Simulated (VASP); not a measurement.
The system is Ge2P.

```
Ge P
1.0
     4.58505    0.00000    0.00000
    -2.29253    3.97077    0.00000
     0.00000    0.00000    2.95441
Ge P
2 1
Direct
  0.33333 0.66667 0.50000
  0.66667 0.33333 0.50000
  0.00000 0.00000 0.00000
```

The cell was generated, and may not be a known phase.

| Property | Result |
| --- | --- |
| Program | VASP 6.6.1 |
| Task | relaxation of cell and atoms |
| Functional | PBE |
| Potentials or basis | VASP PAW PBE potentials, release 64 (Ge_d, P) |
| Cutoff | 600 eV |
| k mesh | 12 × 12 × 16 |
| Occupations | gaussian, width 0.1 eV |
| Spin | no spin polarisation |

At the start: pressure 0.4 GPa; volume 17.93 Å³/atom.

Problem. How do energy, volume and symmetry change on relaxing?

Solution. Over 12 steps the energy falls by 30.1 meV/atom and the volume is 17.80 Å³/atom (-0.7 %); space group P6/mmm (No. 191, to 0.1 Å) before and after.

Step by step:
| step | energy change (eV) | largest force (eV/Å) | pressure (GPa) | volume (Å³) |
| --- | --- | --- | --- | --- |
| 1 | 0.0000 | 0.0000 | 0.40 | 53.79 |
| 2 | -0.0358 | 0.0000 | -0.15 | 54.12 |
| 3 | -0.0728 | 0.0000 | -1.26 | 54.55 |
| 4 | -0.0735 | 0.0000 | -2.13 | 55.24 |
| 5 | -0.0812 | 0.0000 | -1.89 | 54.95 |
| 6 | -0.0829 | 0.0000 | 1.24 | 52.67 |
| 7 | -0.0892 | 0.0000 | -0.35 | 53.72 |
| 8 | -0.0892 | 0.0000 | -0.25 | 53.69 |
| 9 | -0.0901 | 0.0000 | -0.11 | 53.54 |
| 10 | -0.0904 | 0.0000 | -0.16 | 53.43 |
| 11 | -0.0894 | 0.0000 | 0.38 | 53.19 |
| 12 | -0.0904 | 0.0000 | 0.08 | 53.39 |

Final structure:
```
Ge P
1.0
     4.75114    0.00000    0.00000
    -2.37557    4.11461    0.00000
     0.00000    0.00000    2.73093
Ge P
2 1
Direct
  0.33333 0.66667 0.50000
  0.66667 0.33333 0.50000
  0.00000 0.00000 0.00000
```

Caveat: the highest band is partly filled, so the run has too few bands.
